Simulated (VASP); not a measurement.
# Pt (P6_3/mmc) in VASP: notebook

Runs on Pt. Level: PBEsol. Tasks: single point.

Program: VASP 6.6.1. These are calculated values, not measurements. Logs are shortened: lines on timing, memory, paths and dates and some standing lists are left out, and cuts for length are marked.

**1. The cell of the first run**

It takes space group P6_3/mmc (No. 194, hexagonal). The conventional cell has a = 2.729 Å, b = 2.729 Å, c = 4.695 Å, α = 90.00°, β = 90.00°, γ = 120.00°. Within 3.6 Å of Pt (site symmetry -6m2) lie 12 Pt at 2.73 to 2.83 Å.

**2. Single point, PBEsol**

File INCAR:

```
PREC = Accurate
ENCUT = 520
EDIFF = 1E-7
ISMEAR = -1
SIGMA = 0.05
LREAL = F
LASPH = T
NELM = 100
ALGO = Normal
ISIF = 2
LWAVE = F
LCHARG = F
GGA = PS
NBANDS = 17
```

File KPOINTS:

```
Automatic mesh
0
Gamma
  17 17 10
```

File POSCAR:

```
Pt
1.0
    2.7287068120      0.0000000000      0.0000000000
   -1.3643534060      2.3631294186      0.0000000000
    0.0000000000      0.0000000000      4.6946395251
Pt
2
Direct
    0.3333333333      0.6666666667      0.2500000000
    0.6666666667      0.3333333333      0.7500000000
```

Potentials or basis: VASP PAW PBE potentials, release 64 (Pt).

Command:

```sh
> cat potpaw_PBE.64/Pt/POTCAR > POTCAR
> mpirun -np 1 vasp_std > vasp.out
```

OUTCAR:

```text
PREC = Accurate
   ENCUT = 520
   EDIFF = 1E-7
   ISMEAR = -1
   LREAL = F
   LASPH = T
   NELM = 100
   ISIF = 2
   GGA = PS

 ion  position               nearest neighbor table
   1  0.333  0.667  0.250-   2 2.83   2 2.83   2 2.83   2 2.83   2 2.83   2 2.83
   2  0.667  0.333  0.750-   1 2.83   1 2.83   1 2.83   1 2.83   1 2.83   1 2.83

  LATTYP: Found a hexagonal cell.
 ALAT       =     2.7287068120
 C/A-ratio  =     1.7204631529

  Lattice vectors:

 A1 = (   2.7287068120,   0.0000000000,   0.0000000000)
 A2 = (  -1.3643534060,   2.3631294186,   0.0000000000)
 A3 = (   0.0000000000,   0.0000000000,   4.6946395251)

Analysis of symmetry for initial positions (statically):
=====================================================================
 Subroutine PRICEL returns:
 Original cell was already a primitive cell.

 Routine SETGRP: Setting up the symmetry group for a
 hexagonal supercell.

 Subroutine GETGRP returns: Found 24 space group operations
 (whereof 12 operations were pure point group operations)
 out of a pool of 24 trial point group operations.

The static configuration has the point symmetry D_3d.
 The point group associated with its full space group is D_6h.

Analysis of symmetry for dynamics (positions and initial velocities):
=====================================================================
 Subroutine PRICEL returns:
 Original cell was already a primitive cell.

 Routine SETGRP: Setting up the symmetry group for a
 hexagonal supercell.

 Subroutine GETGRP returns: Found 24 space group operations
 (whereof 12 operations were pure point group operations)
 out of a pool of 24 trial point group operations.

The dynamic configuration has the point symmetry D_3d.
 The point group associated with its full space group is D_6h.

 Subroutine INISYM returns: Found 24 space group operations
 (whereof 12 operations are pure point group operations),
 and found     1 'primitive' translations

----------------------------------------------------------------------------------------

                                     Primitive cell

  volume of cell :      30.2724

  direct lattice vectors                    reciprocal lattice vectors
[... 76 lines left out ...]
   NGXF,Y,Z  is equivalent  to a cutoff of  24.37, 24.37, 25.50 a.u.
 SYSTEM =  unknown system
   PREC   = accura    normal or accurate (medium, high low for compatibility)
   ISTART =      0    job   : 0-new  1-cont  2-samecut
   ICHARG =      2    charge: 1-file 2-atom 10-const
   ISPIN  =      1    spin polarized calculation?
   LNONCOLLINEAR =      F non collinear calculations
   LSORBIT =      F    spin-orbit coupling
   LASPH  =      T    aspherical Exc in radial PAW
   ENCUT  =  520.0 eV  38.22 Ry    6.18 a.u.   5.07  5.07  8.73*2*pi/ulx,y,z
   NELM   =    100;   NELMIN=  2; NELMDL= -5     # of ELM steps
   EDIFF  = 0.1E-06   stopping-criterion for ELM
   LREAL  =      F    real-space projection
   EDIFFG = 0.1E-05   stopping-criterion for IOM
   NSW    =      0    number of steps for IOM
   IBRION =     -1    ionic relax: 0-MD 1-quasi-New 2-CG
   NFREE  =      0    steps in history (QN), initial steepest desc. (CG)
   ISIF   =      2    stress and relaxation
   ISYM   =      2    0-nonsym 1-usesym 2-fastsym
   POTIM  = 0.5000    time-step for ionic-motion
   TEBEG  =    0.0;   TEEND  =   0.0 temperature during run
   PSTRESS=    0.0 pullay stress
   NELECT =      20.0000    total number of electrons
   NUPDOWN=      -1.0000    fix difference up-down
   EMIN   =  10.00;   EMAX   =-10.00  energy-range for DOS
   EFERMI =   0.00;   METHOD = LEGACY
   ISMEAR =    -1;   SIGMA  =   0.05  broadening in eV -4-tet -1-fermi 0-gaus
   EFERMI_NEDOS =   21; number of points for ismear=-14 and -15
   IALGO  =     38    algorithm
   IMIX   =      4    mixing-type and parameters
     AMIX     =   0.40;   BMIX     =  1.00
     AMIX_MAG =   1.60;   BMIX_MAG =  1.00
  volume/ion in A,a.u.               =      15.14       102.14
  Fermi-wavevector in a.u.,A,eV,Ry     =   1.425835  2.694438 27.660720  2.033006
  Thomas-Fermi vector in A             =   2.546177
   LORBIT       =      0    0 simple, 1 ext, 2 COOP (PROOUT), +10 PAW based schemes
   GGA     = PS    functional components
   LHFCALC =     F    Hartree Fock is set to
   AEXX    =    0.0000 exact exchange contribution
   IVDW    =     0    specifies the selected vdW correction
   LEPSILON=     F    determine dielectric tensor
   LRPA    =     F    only Hartree local field effects (RPA)
 non-spin polarized calculation
  energy-cutoff  :      520.00
  volume of cell :       30.27
 maximum number of plane-waves:       833
   NGX = 11   NGY = 11   NGZ = 17

 number of electron      20.0000000 magnetization

 Free energy of the ion-electron system (eV)
  ---------------------------------------------------
  ext. energy  EPLUGINS =         0.00000000
  ---------------------------------------------------
  free energy    TOTEN  =       -13.81537350 eV

  energy without entropy =      -13.78366659  energy(sigma->0) =      -13.79952004

 E-fermi :  10.9931     XC(G=0): -13.6026

 val. band max:       10.9928924583   @ k =   0.4118   0.0000   0.4000
 cond. band min:      10.9943354221   @ k =   0.3529   0.1176   0.5000
 fundamental gap:      0.0014429638
 Fermi energy:        10.9930585547

 k-point     1 :       0.0000    0.0000    0.0000
  band No.  band energies     occupation
      1       0.7683      2.00000
      2       3.5111      2.00000
      3       6.8317      2.00000
      4       7.3385      2.00000
      5       7.3385      2.00000
      6       7.7483      2.00000
[... 457 lines left out ...]
      4       5.9460      2.00000
      5       7.0680      2.00000
      6       7.3643      2.00000
[... 9 lines left out ...]
     16      27.0251      0.00000
     17      29.1053      0.00000

 [... further k-points ...]
[... 5 lines left out ...]
  --------------------------------------------------------------------------------------
  -------------------------------------------------------------------------------------
  Total       -0.0657083     -0.0657083     -0.0948768     -0.0000000     -0.0000000      0.0000000
  in kB       -3.4776361     -3.4776361     -5.0213925     -0.0000000     -0.0000000      0.0000000
  external PRESSURE =      -3.9922216 kB  Pullay stress =       0.0000000 kB

 VOLUME and BASIS-vectors are now :
 -----------------------------------------------------------------------------
  energy-cutoff  :      520.00
  volume of cell :       30.27
      direct lattice vectors                 reciprocal lattice vectors
     2.728706812  0.000000000  0.000000000     0.366473963  0.211583841  0.000000000
    -1.364353406  2.363129419  0.000000000     0.000000000  0.423167683  0.000000000
     0.000000000  0.000000000  4.694639525     0.000000000  0.000000000  0.213008900

 POSITION                                       TOTAL-FORCE (eV/Angst)
 -----------------------------------------------------------------------------------
     -0.00000      1.57542      1.17366        -0.000000      0.000000      0.000000
      1.36435      0.78771      3.52098         0.000000      0.000000      0.000000
 -----------------------------------------------------------------------------------
    total drift:                               -0.000000      0.000000     -0.000000

  FREE ENERGIE OF THE ION-ELECTRON SYSTEM (eV)
  ---------------------------------------------------
  free  energy   TOTEN  =       -13.8153734967 eV

  energy  without entropy=      -13.7836665864  energy(sigma->0) =      -13.79952004
```

stdout:

```text
POSCAR found type information on POSCAR Pt
 POSCAR found :  1 types and       2 ions
 scaLAPACK will be used
 -----------------------------------------------------------------------------
|                                                                             |
|                                                                             |
|     You enforced a specific xc type in the INCAR file but a different       |
|     I HOPE YOU KNOW WHAT YOU ARE DOING!                                     |
|                                                                             |
 -----------------------------------------------------------------------------

 LDA part: xc-table for (Slater+PW92), standard interpolation
 POSCAR, INCAR and KPOINTS ok, starting setup
 FFT: planning ... GRIDC
 FFT: planning ... GRID_SOFT
 FFT: planning ... GRID
 WAVECAR not read
 entering main loop
```

Wall time 59 s (1 thread of Intel Xeon Platinum 8559C (Emerald Rapids), shared host); peak memory 0.2 GiB.

Results:

```yaml
Free_energy: -13.8154 eV
Pressure: -0.4 GPa
Band_gap_on_the_k_mesh: zero (band 10 reaches 11.47 eV, above the bottom of band 11 at 10.14 eV)
```

Levels at points of the mesh, in eV from the Fermi level:
| k point | band 8 | band 9 | band 10 | band 11 | band 12 | band 13 |
| --- | --- | --- | --- | --- | --- | --- |
| (0.00, 0.00, 0.00) | -1.98 | -1.98 | -0.91 | -0.23 | -0.23 | 5.04 |
| (0.00, 0.00, 0.50) | -3.66 | -0.85 | -0.85 | -0.85 | -0.85 | 12.36 |

Caveat: the PAW data sets were made with another functional, which shifts forces and pressure a little; spin-orbit coupling is left out, which moves the levels of the heavy elements.

**3. Single point, PBEsol**

File INCAR:

```
SYSTEM = Pt
ALGO = Normal ; EDIFF = 1E-7
ENCUT = 520 ; GGA = PS
ISIF = 2 ; ISMEAR = -1
LASPH = .TRUE. ; LCHARG = .TRUE.
LELF = .TRUE. ; LREAL = .FALSE.
LVHAR = .TRUE. ; LWAVE = .FALSE.
NBANDS = 17 ; NELM = 60
PREC = Accurate ; SIGMA = 0.05
```

File KPOINTS:

```
k-points
0
G
  17 17 10
  0 0 0
```

POSCAR is that of step 2.

Potentials or basis: VASP PAW PBE potentials, release 64 (Pt).

Command:

```sh
> cat potpaw_PBE.64/Pt/POTCAR > POTCAR
> mpirun -np 1 vasp_std > vasp.out
```

Run time: 46 s. Hardware: 1 thread of Intel Xeon Platinum 8559C (Emerald Rapids), shared host; peak memory 0.2 GiB.

Results (log left out):

| Quantity | Value |
| --- | --- |
| Free energy | -13.8154 eV |
| Pressure | -0.4 GPa |
| Band gap on the k mesh | zero (band 10 reaches 11.47 eV, above the bottom of band 11 at 10.14 eV) |

Stress tensor (GPa, compression positive):
```
-0.35  0.00  0.00
 0.00 -0.35  0.00
 0.00  0.00 -0.50
```

Levels at points of the mesh, in eV from the Fermi level:
| k point | band 8 | band 9 | band 10 | band 11 | band 12 | band 13 |
| --- | --- | --- | --- | --- | --- | --- |
| (0.00, 0.00, 0.00) | -1.98 | -1.98 | -0.91 | -0.23 | -0.23 | 5.04 |
| (0.00, 0.00, 0.50) | -3.66 | -0.85 | -0.85 | -0.85 | -0.85 | 12.36 |

Caveat: the PAW data sets were made with another functional, which shifts forces and pressure a little; spin-orbit coupling is left out, which moves the levels of the heavy elements.
